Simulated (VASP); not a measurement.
Set up this calculation in VASP 6.6.1, as the native input.

| Property | Result |
| --- | --- |
| Task | single point |
| Functional | PBE |
| Potentials or basis | VASP PAW PBE potentials, release 64 (Nb_sv) |
| Cutoff | 520 eV |
| k mesh | 8 × 8 × 8 |
| Occupations | gaussian, width 0.01 eV |
| Spin | non-collinear spin, zero start, spin-orbit coupling |
| Starting moments | [[0.0, 0.0, 0.0]] μB |
| Dipole correction | no |
| Further INCAR settings | ALGO = Normal; EDIFF = 1e-06; NBANDS = 24 |

The structure of Nb lies in POSCAR:

```
Nb
1.0
    2.7196400000      0.0000000000      0.0000000000
    0.0000000000      2.7196400000      0.0000000000
    0.0000000000      0.0000000000      2.7196400000
Nb
1
Direct
    0.5000000000      0.5000000000      0.5000000000
```

This isn't the form of Nb at room conditions, which is bcc.

One way to write it, as run:

INCAR

```
ALGO = Normal
EDIFF = 1E-6
ENCUT = 520
GGA = PE
GGA_COMPAT = False
ISIF = 2
ISMEAR = 0
LASPH = True
LCHARG = False
LMAXMIX = 4
LORBIT = 11
LORBMOM = True
LREAL = False
LSORBIT = True
LWAVE = False
MAGMOM = 0 0 0
NBANDS = 24
NELM = 150
PREC = Accurate
SIGMA = 0.01
```

KPOINTS

```
k-points
0
Gamma
  8 8 8
```

Potentials or basis: VASP PAW PBE potentials, release 64 (Nb_sv).

Command:

```console
$ cat potpaw_PBE.64/Nb_sv/POTCAR > POTCAR
$ mpirun -np 1 vasp_ncl > vasp.out
```

Results of the run:

The pressure is -1.8 GPa. The net moment is 0.00 μB per cell and the valence electrons inside the program's atomic spheres are Nb 10.81.

Wall time 50 s on 1 thread of Intel Xeon 8259CL, with other jobs on the host, peak memory 0.17 GiB.
